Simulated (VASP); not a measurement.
# SnSe2: single point with PBEsol

Crystal: SnSe2.

```
Sn Se
1.0
     3.74256    0.00000    0.00000
    -1.87128    3.24115    0.00000
     0.00000    0.00000    6.21314
Sn Se
1 2
Direct
  0.00000 0.00000 0.00000
  0.33333 0.66667 0.25847
  0.66667 0.33333 0.74153
```

This cell differs from its parent crystal: in-plane strain -0.02.

```yaml
Program: VASP 6.6.1
Task: single point
Functional: PBEsol
Potentials_or_basis: VASP PAW PBE potentials, release 64 (Sn_d, Se)
Cutoff: 500 eV
k_mesh: 8 × 8 × 4
Occupations: gaussian, width 0.01 eV
Spin: no spin polarisation
```

```json
{
 "Pressure": "2.2 GPa",
 "Largest force": "0.065 eV/Å",
 "Band gap on the k mesh": "0.52 eV (least direct gap 1.15 eV)"
}
```

Forces in eV/Å, atoms in the order of the input:
```
Sn   0.000  0.000  0.000
Se   0.000  0.000  0.065
Se   0.000  0.000 -0.065
```

Stress tensor (GPa, compression positive):
```
2.92 0.00 0.00
0.00 2.92 0.00
0.00 0.00 0.69
```

Levels at points of the mesh, in eV from the valence-band top:
| k point | band 9 | band 10 | band 11 | band 12 | band 13 | band 14 | band 15 | band 16 | band 17 | band 18 |
| --- | --- | --- | --- | --- | --- | --- | --- | --- | --- | --- |
| (0.00, 0.00, 0.00) | -0.52 | -0.52 | -0.37 | -0.26 | -0.26 | 1.05 | 3.12 | 4.71 | 4.71 | 7.74 |
| (0.50, 0.00, 0.00) | -4.67 | -3.28 | -2.54 | -1.63 | -0.32 | 1.12 | 3.58 | 5.00 | 5.15 | 6.57 |
| (0.00, 0.00, 0.50) | -2.58 | -0.63 | -0.63 | -0.08 | -0.08 | 2.68 | 3.03 | 4.43 | 4.43 | 7.57 |
| (0.50, 0.00, 0.50) | -5.16 | -2.34 | -2.26 | -1.05 | -0.77 | 0.52 | 3.77 | 4.49 | 5.44 | 6.05 |

Wall time 63 s on 1 thread of Intel Xeon 8259CL, on a shared host, peak memory 0.21 GiB.

Caveat: the cell differs from its parent crystal (in-plane strain -0.02); the PAW data sets were made with another functional, which shifts forces and pressure a little; spin-orbit coupling is left out, which moves the levels of the heavy elements; this functional lacks dispersion, which binds the layers, so the pressure and a relaxed spacing across them are unreliable. A k mesh can miss the band edges.
